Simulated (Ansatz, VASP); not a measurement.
## SiC in VASP and in Ansatz

File INCAR:

```
ALGO = Normal
EDIFF = 1E-6
ENCUT = 600
GGA = PS
GGA_COMPAT = False
ISIF = 2
ISMEAR = 0
LASPH = True
LCHARG = False
LREAL = False
LWAVE = False
NBANDS = 11
NELM = 120
PREC = Accurate
SIGMA = 0.01
```

The input KPOINTS:

```
k-points
0
Gamma
  10 10 10
```

The input POSCAR:

```
SiC
1.0
    0.0000000000      2.1784301831      2.1784301831
    2.1784301831      0.0000000000      2.1784301831
    2.1784301831      2.1784301831      0.0000000000
Si C
1 1
Direct
    0.0000000000      0.0000000000      0.0000000000
    0.2500000000      0.2500000000      0.2500000000
```

Input for Ansatz:

```yaml
crystal:
  lattice:
    - [0.0, 2.1784301718, 2.1784301718]
    - [2.1784301718, 0.0, 2.1784301718]
    - [2.1784301718, 2.1784301718, 0.0]
  atoms:
    - { symbol: Si, position: [0.0, 0.0, 0.0] }
    - { symbol: C, position: [0.25, 0.25, 0.25] }
basis:
  ecutwfc: 420
kpoints:
  mp_grid: { grid: [10, 10, 10] }
  band_path:
    path:
      - [0.0, 0.0, 0.0]
      - [0.0, 0.0, 0.0]
      - [0.5, 0.5, 0.0]
      - [0.5, 0.5, 0.5]
      - [0.0041604952, 0.0041604952, 0.0]
      - [-0.0041604952, -0.0041604952, 0.0]
      - [0.004804126, 0.004804126, 0.004804126]
      - [-0.004804126, -0.004804126, -0.004804126]
      - [0.0041604952, 0.0041604952, 0.0]
      - [-0.0041604952, -0.0041604952, 0.0]
      - [0.5041604952, 0.5041604952, 0.0]
      - [0.4958395048, 0.4958395048, 0.0]
      - [0.5, 0.5041604952, 0.0041604952]
      - [0.5, 0.4958395048, -0.0041604952]
      - [0.504804126, 0.504804126, 0.504804126]
      - [0.495195874, 0.495195874, 0.495195874]
      - [0.4970580857, 0.5029419143, 0.5]
      - [0.5029419143, 0.4970580857, 0.5]
    npoints: 1
hamiltonian:
  xc: pbesol
  pseudopotentials: { kind: paw }
scf:
  occupations: { method: fixed }
  n_extra_bands: 5
output:
  forces: true
  stress: true
  eigenvalues: true
```

Alike in both runs: task single point; functional PBEsol; k mesh 10 × 10 × 10; no spin polarisation.

```csv
,VASP,Ansatz
version,VASP 6.6.1,Ansatz 0.2.0
potentials or method,"VASP PAW PBE potentials, release 64 (Si, C), cutoff 600 eV","scalar-relativistic, plane waves, PAW"
occupations,"gaussian, width 0.01 eV",fixed
valence electrons in the cell,8,8
```

|  | VASP | Ansatz | Ansatz less VASP |
| --- | --- | --- | --- |
| gap on the k mesh at the Fermi level (eV) | 1.23 | 1.24 | +0.010 |
| least direct gap on the mesh (eV) | 4.44 | 4.45 | +0.009 |
| pressure (GPa) | 0.2 | 0.0 | -0.22 |

VASP's potentials were made for PBE, not for PBEsol.
